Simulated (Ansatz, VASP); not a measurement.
# Pd: VASP beside Ansatz

```
Pd
1.0
     2.84099    0.00000    0.00000
    -1.42049    2.46037    0.00000
     0.00000    0.00000    4.72887
Pd
2
Cartesian
  0.0000 1.6402 1.1822
  1.4205 0.8201 3.5467
```

Alike in both runs: task single point; functional RPBE; k mesh 15 × 15 × 8; occupations fermi-dirac, width 0.1 eV; no spin polarisation.

```csv
,VASP,Ansatz
version,VASP 6.6.1,Ansatz 0.2.0
potentials or method,"VASP PAW PBE potentials, release 64 (Pd), cutoff 500 eV","plane waves (420 eV) with PAW, scalar-relativistic"
valence electrons in the cell,20,36
```

|  | VASP | Ansatz | Ansatz less VASP |
| --- | --- | --- | --- |
| pressure (GPa) | -5.3 | -5.2 | +0.12 |
| traceless stress, the component that is largest in VASP (GPa) | -0.12 | -0.09 | +0.033 |

VASP's potentials were made for PBE, not for RPBE. VASP's potentials hold 20 valence electrons a cell and Ansatz's 36, so a difference there can come from the potentials and not from the codes.
